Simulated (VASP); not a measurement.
# HfB (I4/mmm) in VASP: further runs

Runs on HfB. Level: PBE. Tasks: single point.

Everything below comes from runs of VASP 6.6.1. Logs are shortened: lines on timing, memory, paths and dates and some standing lists are left out, and cuts for length are marked.

## 1. The cell of the first run

Symmetry: I4/mmm, No. 139, tetragonal system. Conventional cell: a = 3.169 Å, b = 3.169 Å, c = 4.689 Å, α = 90.00°, β = 90.00°, γ = 90.00°. Hf (site symmetry 4/mmm) has 6 B at 2.24 to 2.34 Å within 3.0 Å. B (site symmetry 4/mmm) has 6 Hf at 2.24 to 2.34 Å within 3.0 Å.

## 2. Single point, PBE (strain -0.030 along x and y, +0.015 along z)

INCAR reads:

```
SYSTEM = HfB
PREC = Accurate
ENCUT = 520
EDIFF = 1E-6
ISMEAR = 0
SIGMA = 0.15
LREAL = .FALSE.
LASPH = .TRUE.
NELM = 60
ALGO = Normal
ISIF = 2
LWAVE = .FALSE.
LCHARG = .TRUE.
GGA = PE
LELF = .TRUE.
LVHAR = .TRUE.
NBANDS = 14
```

KPOINTS reads:

```
Automatic mesh
0
G
  18 18 18
  0 0 0
```

POSCAR reads:

```
HfB
1.0
    0.0000000000      2.2407000000      2.3446500000
    2.2407000000      0.0000000000      2.3446500000
    2.2407000000      2.2407000000      0.0000000000
Hf B
1 1
Direct
    0.5000000000      0.5000000000      0.5000000000
    0.0000000000      0.0000000000      0.0000000000
```

Potentials or basis: VASP PAW PBE potentials, release 64 (Hf_pv, B).

Launch:

```bash
$ cat potpaw_PBE.64/Hf_pv/POTCAR potpaw_PBE.64/B/POTCAR > POTCAR
$ mpirun -np 1 vasp_std > vasp.out
```

OUTCAR:

```text
SYSTEM = HfB
   PREC = Accurate
   ENCUT = 520
   EDIFF = 1E-6
   ISMEAR = 0
   LREAL = .FALSE.
   LASPH = .TRUE.
   NELM = 60
   ISIF = 2
   GGA = PE

 ion  position               nearest neighbor table
   1  0.500  0.500  0.500-   2 2.24   2 2.24   2 2.24   2 2.24   2 2.34   2 2.34
   2  0.000  0.000  0.000-   1 2.24   1 2.24   1 2.24   1 2.24   1 2.34   1 2.34

  LATTYP: Found a body centered tetragonal cell.
 ALAT       =     3.1688283292
 C/A-ratio  =     1.4798214081

  Lattice vectors:

 A1 = (  -2.2407000000,   0.0000000000,   2.3446500000)
 A2 = (   2.2407000000,   0.0000000000,   2.3446500000)
 A3 = (   0.0000000000,   2.2407000000,  -2.3446500000)

Analysis of symmetry for initial positions (statically):
=====================================================================
 Subroutine PRICEL returns:
 Original cell was already a primitive cell.

 Routine SETGRP: Setting up the symmetry group for a
 body centered tetragonal supercell.

 Subroutine GETGRP returns: Found 16 space group operations
 (whereof 16 operations were pure point group operations)
 out of a pool of 16 trial point group operations.

The static configuration has the point symmetry D_4h.

Analysis of symmetry for dynamics (positions and initial velocities):
=====================================================================
 Subroutine PRICEL returns:
 Original cell was already a primitive cell.

 Routine SETGRP: Setting up the symmetry group for a
 body centered tetragonal supercell.

 Subroutine GETGRP returns: Found 16 space group operations
 (whereof 16 operations were pure point group operations)
 out of a pool of 16 trial point group operations.

The dynamic configuration has the point symmetry D_4h.

 Subroutine INISYM returns: Found 16 space group operations
 (whereof 16 operations are pure point group operations),
 and found     1 'primitive' translations

----------------------------------------------------------------------------------------

                                     Primitive cell

  volume of cell :      23.5437

  direct lattice vectors                    reciprocal lattice vectors
     0.000000000  2.240700000  2.344650000    -0.223144553  0.223144553  0.213251445
     2.240700000  0.000000000  2.344650000     0.223144553 -0.223144553  0.213251445
     2.240700000  2.240700000  0.000000000     0.223144553  0.223144553 -0.213251445

  length of vectors
     3.243165138  3.243165138  3.168828329     0.380871582  0.380871582  0.380871582

  position of ions in fractional coordinates (direct lattice)
     0.500000000  0.500000000  0.500000000
     0.000000000  0.000000000  0.000000000

  ion indices of the primitive-cell ions
   primitive index   ion index
                 1           1
                 2           2

----------------------------------------------------------------------------------------

 KPOINTS: Automatic mesh

Automatic generation of k-mesh.
 Grid dimensions read from file:
 generate k-points for:   18   18   18

 Generating k-lattice:

  Cartesian coordinates                     Fractional coordinates (reciprocal lattice)
    -0.012396920  0.012396920  0.011847302     0.055555556  0.000000000  0.000000000
     0.012396920 -0.012396920  0.011847302     0.000000000  0.055555556  0.000000000
     0.012396920  0.012396920 -0.011847302    -0.000000000 -0.000000000  0.055555556

  Length of vectors
     0.021159532  0.021159532  0.021159532

  Shift w.r.t. Gamma in fractional coordinates (k-lattice)
     0.000000000  0.000000000  0.000000000

 Subroutine IBZKPT returns following result:
 ===========================================

 Found    480 irreducible k-points:

 Following reciprocal coordinates:
            Coordinates               Weight
  0.000000  0.000000  0.000000      1.000000
  0.055556 -0.000000  0.000000      8.000000
  0.111111 -0.000000  0.000000      8.000000
  0.166667  0.000000  0.000000      8.000000
  0.222222 -0.000000  0.000000      8.000000
  0.277778  0.000000  0.000000      8.000000
[... 16 lines left out ...]
 -0.277778  0.055556  0.000000      8.000000
 -0.222222  0.055556  0.000000      8.000000
 [... further k-points ...]
   k-points           NKPTS =    480   k-points in BZ     NKDIM =    480   number of bands    NBANDS=     14
   number of dos      NEDOS =    301   number of ions     NIONS =      2
   total plane-waves  NPLWV =  13824
   dimension x,y,z NGX =    24 NGY =   24 NGZ =   24
   dimension x,y,z NGXF=    48 NGYF=   48 NGZF=   48
   ions per type =               1   1
   NGX,Y,Z   is equivalent  to a cutoff of  12.30, 12.30, 12.59 a.u.
   NGXF,Y,Z  is equivalent  to a cutoff of  24.60, 24.60, 25.18 a.u.
 SYSTEM =  HfB
   PREC   = accura    normal or accurate (medium, high low for compatibility)
   ISTART =      0    job   : 0-new  1-cont  2-samecut
   ICHARG =      2    charge: 1-file 2-atom 10-const
   ISPIN  =      1    spin polarized calculation?
   LNONCOLLINEAR =      F non collinear calculations
   LSORBIT =      F    spin-orbit coupling
   LASPH  =      T    aspherical Exc in radial PAW
   ENCUT  =  520.0 eV  38.22 Ry    6.18 a.u.   6.03  6.03  5.89*2*pi/ulx,y,z
   NELM   =     60;   NELMIN=  2; NELMDL= -5     # of ELM steps
   EDIFF  = 0.1E-05   stopping-criterion for ELM
   LREAL  =      F    real-space projection
   EDIFFG = 0.1E-04   stopping-criterion for IOM
   NSW    =      0    number of steps for IOM
   IBRION =     -1    ionic relax: 0-MD 1-quasi-New 2-CG
   NFREE  =      0    steps in history (QN), initial steepest desc. (CG)
   ISIF   =      2    stress and relaxation
   ISYM   =      2    0-nonsym 1-usesym 2-fastsym
   POTIM  = 0.5000    time-step for ionic-motion
   TEBEG  =    0.0;   TEEND  =   0.0 temperature during run
   PSTRESS=    0.0 pullay stress
   NELECT =      13.0000    total number of electrons
   NUPDOWN=      -1.0000    fix difference up-down
   EMIN   =  10.00;   EMAX   =-10.00  energy-range for DOS
   EFERMI =   0.00;   METHOD = LEGACY
   ISMEAR =     0;   SIGMA  =   0.15  broadening in eV -4-tet -1-fermi 0-gaus
   EFERMI_NEDOS =   21; number of points for ismear=-14 and -15
   IALGO  =     38    algorithm
   IMIX   =      4    mixing-type and parameters
     AMIX     =   0.40;   BMIX     =  1.00
     AMIX_MAG =   1.60;   BMIX_MAG =  1.00
  volume/ion in A,a.u.               =      11.77        79.44
  Fermi-wavevector in a.u.,A,eV,Ry     =   1.343066  2.538027 24.542559  1.803827
  Thomas-Fermi vector in A             =   2.471170
   LORBIT       =      0    0 simple, 1 ext, 2 COOP (PROOUT), +10 PAW based schemes
   GGA     = PE    functional components
   LHFCALC =     F    Hartree Fock is set to
   AEXX    =    0.0000 exact exchange contribution
   IVDW    =     0    specifies the selected vdW correction
   LEPSILON=     F    determine dielectric tensor
   LRPA    =     F    only Hartree local field effects (RPA)
 non-spin polarized calculation
 Gauss-broadening in eV      SIGMA  =   0.15
  energy-cutoff  :      520.00
  volume of cell :       23.54
 maximum number of plane-waves:       652
   NGX = 13   NGY = 13   NGZ = 11

 number of electron      13.0000001 magnetization

 Free energy of the ion-electron system (eV)
  ---------------------------------------------------
  ext. energy  EPLUGINS =         0.00000000
  ---------------------------------------------------
  free energy    TOTEN  =       -16.83692763 eV

  energy without entropy =      -16.82642986  energy(sigma->0) =      -16.83167874

 E-fermi :   5.4360     XC(G=0): -12.5218

 val. band max:        5.4356361555   @ k =   0.3333   0.1111   0.0556
 cond. band min:       5.4431189253   @ k =   0.2222   0.0556   0.1111
 fundamental gap:      0.0074827698
 Fermi energy:         5.4359525021

 k-point     1 :       0.0000    0.0000    0.0000
  band No.  band energies     occupation
      1     -22.6295      2.00000
      2     -22.6295      2.00000
      3     -22.6224      2.00000
      4      -4.2867      2.00000
      5       7.2875      0.00000
      6       7.8783      0.00000
      7       7.8783      0.00000
      8       9.2813      0.00000
      9       9.4468      0.00000
     10       9.6524      0.00000
     11       9.6524      0.00000
     12      10.1331      0.00000
     13      17.3081      0.00000
     14      19.2809      0.00000

 k-point     2 :       0.0556   -0.0000    0.0000
  band No.  band energies     occupation
      1     -22.6562      2.00000
      2     -22.6313      2.00000
      3     -22.6277      2.00000
      4      -4.1905      2.00000
      5       7.1465      0.00000
      6       7.5755      0.00000
      7       7.8461      0.00000
      8       8.5674      0.00000
      9       8.8629      0.00000
     10       9.7432      0.00000
     11      10.5579      0.00000
     12      11.1426      0.00000
     13      17.5555      0.00000
     14      19.3820      0.00000

 k-point     3 :       0.1111   -0.0000    0.0000
  band No.  band energies     occupation
      1     -22.7367      2.00000
      2     -22.6385      2.00000
      3     -22.6365      2.00000
      4      -3.9091      2.00000
      5       6.5417      0.00000
      6       6.9473      0.00000
      7       7.3734      0.00000
      8       8.3761      0.00000
      9       8.5636      0.00000
     10      10.0877      0.00000
     11      11.8028      0.00000
     12      12.4722      0.00000
     13      18.2601      0.00000
     14      19.6489      0.00000

 k-point     4 :       0.1667    0.0000    0.0000
  band No.  band energies     occupation
      1     -22.8580      2.00000
      2     -22.6546      2.00000
      3     -22.6443      2.00000
      4      -3.4625      2.00000
      5       5.6983      0.01339
      6       6.2170      0.00000
      7       6.5698      0.00000
      8       8.6869      0.00000
      9       8.8552      0.00000
     10      10.3847      0.00000
     11      13.1363      0.00000
     12      13.8939      0.00000
     13      19.2823      0.00000
     14      19.9766      0.00000

 k-point     5 :       0.2222   -0.0000    0.0000
  band No.  band energies     occupation
      1     -23.0030      2.00000
      2     -22.6742      2.00000
      3     -22.6540      2.00000
      4      -2.8816      2.00000
      5       4.8372      2.00000
      6       5.5315      0.36786
      7       5.8193      0.00030
      8       9.2382      0.00000
      9       9.3557      0.00000
     10      10.6559      0.00000
     11      14.5200      0.00000
[... 276 lines left out ...]
 k-point    22 :      -0.3333    0.0556    0.0000
  band No.  band energies     occupation
      1     -23.3359      2.00000
      2     -22.7456      2.00000
      3     -22.6678      2.00000
      4      -1.1198      2.00000
      5       2.9320      2.00000
      6       4.3613      2.00000
      7       4.4385      2.00000
      8      10.6168      0.00000
      9      11.0942      0.00000
     10      12.1273      0.00000
     11      16.6807      0.00000
     12      17.4731      0.00000
     13      19.6077      0.00000
     14      20.8955      0.00000

 k-point    23 :      -0.2778    0.0556    0.0000
  band No.  band energies     occupation
      1     -23.2126      2.00000
      2     -22.7274      2.00000
      3     -22.6560      2.00000
      4      -1.8552      2.00000
      5       3.6930      2.00000
      6       4.7708      2.00000
      7       4.8352      2.00000
      8       9.8999      0.00000
      9      10.4925      0.00000
     10      11.4953      0.00000
     11      15.5008      0.00000
     12      18.2326      0.00000
     13      18.7750      0.00000
     14      20.8935      0.00000

 k-point    24 :      -0.2222    0.0556    0.0000
  band No.  band energies     occupation
      1     -23.0707      2.00000
      2     -22.7053      2.00000
      3     -22.6451      2.00000
      4      -2.5551      2.00000
      5       4.5035      2.00000
      6       5.2903      1.83021
      7       5.3733      1.44528
      8       9.2482      0.00000
      9       9.8867      0.00000
     10      11.0299      0.00000
     11      14.1913      0.00000
     12      16.7480      0.00000
     13      19.7520      0.00000
     14      20.8875      0.00000

 [... further k-points ...]

------------------------ aborting loop because EDIFF is reached ----------------------------------------

  FORCE on cell =-STRESS in cart. coord.  units (eV):
  Direction    XX          YY          ZZ          XY          YZ          ZX
  --------------------------------------------------------------------------------------
  -------------------------------------------------------------------------------------
  Total        8.0012494      8.0012494      4.0905227      0.0000000      0.0000000      0.0000000
  in kB      544.4938086    544.4938086    278.3645629      0.0000000      0.0000000      0.0000000
  external PRESSURE =     455.7840600 kB  Pullay stress =       0.0000000 kB

 VOLUME and BASIS-vectors are now :
 -----------------------------------------------------------------------------
  energy-cutoff  :      520.00
  volume of cell :       23.54
      direct lattice vectors                 reciprocal lattice vectors
     0.000000000  2.240700000  2.344650000    -0.223144553  0.223144553  0.213251445
     2.240700000  0.000000000  2.344650000     0.223144553 -0.223144553  0.213251445
     2.240700000  2.240700000  0.000000000     0.223144553  0.223144553 -0.213251445

 POSITION                                       TOTAL-FORCE (eV/Angst)
 -----------------------------------------------------------------------------------
      2.24070      2.24070      2.34465        -0.000000      0.000000      0.000000
      0.00000      0.00000      0.00000         0.000000     -0.000000      0.000000
 -----------------------------------------------------------------------------------
    total drift:                               -0.000000     -0.000000      0.000000

  FREE ENERGIE OF THE ION-ELECTRON SYSTEM (eV)
  ---------------------------------------------------
  free  energy   TOTEN  =       -16.8369276319 eV

  energy  without entropy=      -16.8264298554  energy(sigma->0) =      -16.83167874
```

It took 2.2 min on 1 thread of Intel Xeon 8259CL, shared host; peak memory 0.28 GiB.

Results:

```yaml
Free_energy: -16.8369 eV
Pressure: 45.6 GPa
Band_gap_on_the_k_mesh: zero (an odd number of electrons rules out a gap without spin polarisation)
```

Stress tensor (GPa, compression positive):
```
54.45  0.00  0.00
 0.00 54.45  0.00
 0.00  0.00 27.84
```

Caveat: the cell differs from its parent crystal (strain -0.030 along x and y, +0.015 along z); the cell stands under pressure; spin-orbit coupling is left out, which moves the levels of the heavy elements.

## 3. Single point, PBE (strain -0.030 along x and y, +0.030 along z)

INCAR reads:

```
SYSTEM = HfB
  ALGO = Normal
  EDIFF = 1E-6
  ENCUT = 520
  GGA = PE
  ISIF = 2
  ISMEAR = 0
  LASPH = .TRUE.
  LCHARG = .FALSE.
  LREAL = .FALSE.
  LWAVE = .FALSE.
  NBANDS = 14
  NELM = 80
  PREC = Accurate
  SIGMA = 0.15
```

KPOINTS reads:

```
k-points
0
G
  18 18 18
  0 0 0
```

POSCAR reads:

```
HfB
1.0
    0.0000000000      2.2407000000      2.3793000000
    2.2407000000      0.0000000000      2.3793000000
    2.2407000000      2.2407000000      0.0000000000
Hf B
1 1
Direct
    0.5000000000      0.5000000000      0.5000000000
    0.0000000000      0.0000000000      0.0000000000
```

Potentials or basis: VASP PAW PBE potentials, release 64 (Hf_pv, B).

Launch:

```bash
$ cat potpaw_PBE.64/Hf_pv/POTCAR potpaw_PBE.64/B/POTCAR > POTCAR
$ mpirun -np 1 vasp_std > vasp.out
```

OUTCAR:

```text
SYSTEM = HfB
   EDIFF = 1E-6
   ENCUT = 520
   GGA = PE
   ISIF = 2
   ISMEAR = 0
   LASPH = .TRUE.
   LREAL = .FALSE.
   NELM = 80
   PREC = Accurate

 ion  position               nearest neighbor table
   1  0.500  0.500  0.500-   2 2.24   2 2.24   2 2.24   2 2.24   2 2.38   2 2.38
   2  0.000  0.000  0.000-   1 2.24   1 2.24   1 2.24   1 2.24   1 2.38   1 2.38

  LATTYP: Found a body centered tetragonal cell.
 ALAT       =     3.1688283292
 C/A-ratio  =     1.5016906899

  Lattice vectors:

[... 595 lines left out ...]
------------------------ aborting loop because EDIFF is reached ----------------------------------------

  FORCE on cell =-STRESS in cart. coord.  units (eV):
  Direction    XX          YY          ZZ          XY          YZ          ZX
  --------------------------------------------------------------------------------------
  -------------------------------------------------------------------------------------
  Total        7.8384661      7.8384661      2.8425387      0.0000000     -0.0000000     -0.0000000
  in kB      525.6480274    525.6480274    190.6208214      0.0000000     -0.0000000     -0.0000000
  external PRESSURE =     413.9722921 kB  Pullay stress =       0.0000000 kB

 VOLUME and BASIS-vectors are now :
 -----------------------------------------------------------------------------
  energy-cutoff  :      520.00
  volume of cell :       23.89
      direct lattice vectors                 reciprocal lattice vectors
     0.000000000  2.240700000  2.379300000    -0.223144553  0.223144553  0.210145841
     2.240700000  0.000000000  2.379300000     0.223144553 -0.223144553  0.210145841
     2.240700000  2.240700000  0.000000000     0.223144553  0.223144553 -0.210145841

 POSITION                                       TOTAL-FORCE (eV/Angst)
 -----------------------------------------------------------------------------------
      2.24070      2.24070      2.37930         0.000000     -0.000000      0.000000
      0.00000      0.00000      0.00000        -0.000000      0.000000      0.000000
 -----------------------------------------------------------------------------------
    total drift:                               -0.000000     -0.000000      0.000000

  FREE ENERGIE OF THE ION-ELECTRON SYSTEM (eV)
  ---------------------------------------------------
  free  energy   TOTEN  =       -16.8878117317 eV

  energy  without entropy=      -16.8774997516  energy(sigma->0) =      -16.88265574
```

OSZICAR:

```text
N       E                     dE             d eps       ncg     rms          rms(c)
DAV:   1     0.227103448896E+02    0.22710E+02   -0.70292E+03 13456   0.879E+02
DAV:   2    -0.175329798998E+02   -0.40243E+02   -0.38191E+02 16904   0.195E+02
DAV:   3    -0.185230712123E+02   -0.99009E+00   -0.98435E+00 16872   0.211E+01
DAV:   4    -0.185261598488E+02   -0.30886E-02   -0.30885E-02 15606   0.147E+00
DAV:   5    -0.185261747124E+02   -0.14864E-04   -0.14864E-04 17144   0.906E-02    0.704E+01
DAV:   6    -0.169557329870E+02    0.15704E+01   -0.26015E+00 16140   0.993E+00    0.441E+01
DAV:   7    -0.169235136896E+02    0.32219E-01   -0.87671E-01 17958   0.580E+00    0.920E+00
DAV:   8    -0.168875720382E+02    0.35942E-01   -0.10929E-01 15006   0.204E+00    0.960E-01
DAV:   9    -0.168878438288E+02   -0.27179E-03   -0.62085E-03 17364   0.541E-01    0.128E-01
DAV:  10    -0.168878136169E+02    0.30212E-04   -0.20514E-04 14946   0.932E-02    0.741E-02
DAV:  11    -0.168878116847E+02    0.19322E-05   -0.16489E-05 16452   0.282E-02    0.807E-03
DAV:  12    -0.168878117317E+02   -0.47085E-07   -0.41174E-07 11918   0.542E-03
   1 F= -.16887812E+02 E0= -.16882656E+02  d E =-.103120E-01
```

Run time: 2.1 min. Hardware: 1 thread of Intel Xeon 8259CL, shared host; peak memory 0.28 GiB.

Results:

```yaml
Free_energy: -16.8878 eV
Pressure: 41.4 GPa
Band_gap_on_the_k_mesh: zero (an odd number of electrons rules out a gap without spin polarisation)
```

Stress tensor (GPa, compression positive):
```
52.56  0.00  0.00
 0.00 52.56  0.00
 0.00  0.00 19.06
```

Caveat: the cell differs from its parent crystal (strain -0.030 along x and y, +0.030 along z); the cell stands under pressure; spin-orbit coupling is left out, which moves the levels of the heavy elements.
